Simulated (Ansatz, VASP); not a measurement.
**NaF: VASP beside Ansatz**

INCAR

```
ALGO = Normal
EDIFF = 1E-6
ENCUT = 520
GGA = PE
ISIF = 2
ISMEAR = -1
LASPH = True
LCHARG = False
LREAL = False
LWAVE = False
NBANDS = 14
NELM = 60
PREC = Accurate
SIGMA = 0.02
```

The input KPOINTS:

```
k-points
0
Gamma
  10 10 10
```

Contents of POSCAR:

```
NaF
1.0
    0.0000000000      2.2971680842      2.2971680842
    2.2971680842      0.0000000000      2.2971680842
    2.2971680842      2.2971680842      0.0000000000
Na F
1 1
Direct
    0.0000000000      0.0000000000      0.0000000000
    0.5000000000      0.5000000000      0.5000000000
```

Input for Ansatz:

```yaml
crystal:
  lattice:
    - [0.0, 2.2971680842, 2.2971680842]
    - [2.2971680842, 0.0, 2.2971680842]
    - [2.2971680842, 2.2971680842, 0.0]
  atoms:
    - { symbol: Na, position: [0.0, 0.0, 0.0] }
    - { symbol: F, position: [0.5, 0.5, 0.5] }
kpoints:
  mp_grid: { grid: [10, 10, 10] }
  band_path:
    path:
      - [0.0, 0.0, 0.0]
      - [0.5, 0.0, 0.5]
      - [0.625, 0.25, 0.625]
      - [0.375, 0.375, 0.75]
      - [0.5, 0.5, 0.5]
      - [0.5, 0.25, 0.75]
    npoints: 1
hamiltonian:
  xc: pbe
scf:
  occupations: { method: fermi_dirac, width: 0.02 }
  n_extra_bands: 4
output:
  forces: true
  stress: true
  eigenvalues: true
  write_density: true
  write_potential: true
  elf: true
  volumetric_format: npy
```

Alike in both runs: task single point; functional PBE; k mesh 10 × 10 × 10; occupations fermi-dirac, width 0.02 eV; no spin polarisation.

```csv
,VASP,Ansatz
version,VASP 6.6.1,Ansatz 0.2.0
potentials or method,"VASP PAW PBE potentials, release 64 (Na_pv, F)","plane waves, PAW"
plane-wave cutoff (eV),520,420
valence electrons in the cell,14,16
```

Ansatz gave:

| Property | Result |
| --- | --- |
| gap on the k mesh at the Fermi level (eV) | 6.46 |
| pressure (GPa) | 3.6 |

Question: Estimate VASP's values.

Answer: gap on the k mesh at the Fermi level (eV): 6.44; pressure (GPa): 3.5.

VASP's potentials hold 14 valence electrons a cell and Ansatz's 16, so a difference there can come from the potentials and not from the codes.
